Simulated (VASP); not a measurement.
A run of VASP 6.6.1:

The input INCAR:

```
ALGO = Normal
EDIFF = 1E-7
ENCUT = 520
GGA = PS
ISIF = 2
ISMEAR = 0
LASPH = True
LCHARG = False
LREAL = False
LWAVE = False
NBANDS = 11
NELM = 80
PREC = Accurate
SIGMA = 0.05
```

File KPOINTS:

```
k-points
0
Gamma
  12 12 12
```

POSCAR

```
C
1.0
    0.0000000000      1.7482398495      1.8356518420
    1.7482398495      0.0000000000      1.8356518420
    1.7482398495      1.7482398495      0.0000000000
C
2
Direct
    0.5000000000      0.5000000000      0.5000000000
    0.7500000000      0.7500000000      0.7500000000
```

Potentials or basis: VASP PAW PBE potentials, release 64 (C).

Run with:

```sh
$ cat potpaw_PBE.64/C/POTCAR > POTCAR
$ mpirun -np 1 vasp_std > vasp.out
```

Hardware: 1 thread of Intel(R) Xeon(R) Platinum 8375C CPU @ 2.90GHz (Ice Lake) (shared host).

Question: How long does it take, and how much memory?

Answer: Run time: 10 s on 1 thread of Intel(R) Xeon(R) Platinum 8375C CPU @ 2.90GHz (Ice Lake), on a shared host, peak memory 0.12 GiB. Counts: scf iterations 12, k points 163.
